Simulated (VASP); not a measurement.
Set up this calculation in VASP 6.6.1, as the native input.

| Quantity | Value |
| --- | --- |
| Task | single point |
| Functional | r2SCAN |
| Potentials or basis | VASP PAW PBE potentials, release 64 (Yb) |
| Cutoff | 520 eV |
| k mesh | 10 × 10 × 10 |
| Occupations | fermi-dirac, width 0.05 eV |
| Spin | no spin polarisation |
| Dipole correction | no |
| Further INCAR settings | ALGO = Normal; EDIFF = 1e-07; NBANDS = 18 |

Yb:

```xyz
1
Lattice="0.0000 2.6023 2.6023 2.6023 0.0000 2.6023 2.6023 2.6023 0.0000" Properties=species:S:1:pos:R:3 pbc="T T T"
Yb    0.0000    0.0000    0.0000
```

The input as run:

POSCAR

```
Yb
1.0
    0.0000000000      2.6022945321      2.6022945321
    2.6022945321      0.0000000000      2.6022945321
    2.6022945321      2.6022945321      0.0000000000
Yb
1
Direct
    0.0000000000      0.0000000000      0.0000000000
```

INCAR.step1

```
PREC = Accurate ; ENCUT = 520
ISMEAR = -1 ; SIGMA = 0.05
LREAL = F ; LASPH = T
NELM = 100 ; NBANDS = 18
GGA = PE ; ALGO = Normal
EDIFF = 1E-4 ; LWAVE = T
LCHARG = F
```

INCAR.step2

```
PREC = Accurate ; ENCUT = 520
EDIFF = 1E-7 ; ISMEAR = -1
SIGMA = 0.05 ; LREAL = F
LASPH = T ; NELM = 100
ALGO = Normal ; ISIF = 2
LWAVE = F ; LCHARG = F
METAGGA = R2SCAN ; LMIXTAU = T
NBANDS = 18 ; ISTART = 1
```

KPOINTS

```
Automatic mesh
0
Gamma
  10 10 10
```

Potentials or basis: VASP PAW PBE potentials, release 64 (Yb).

The run is started by

```bash
$ cat potpaw_PBE.64/Yb/POTCAR > POTCAR
$ cp INCAR.step1 INCAR
$ mpirun -np 1 vasp_std > vasp.out
$ cp INCAR.step2 INCAR
$ mpirun -np 1 vasp_std > vasp.out
```

Results of the run:

```json
{
  "Pressure": "-0.3 GPa"
}
```

Caveat: the PAW data sets were made with another functional, which shifts forces and pressure a little.

It took 3.4 min on 1 thread of Intel(R) Xeon(R) Platinum 8488C (Sapphire Rapids), with other jobs on the host, peak memory 0.2 GiB.
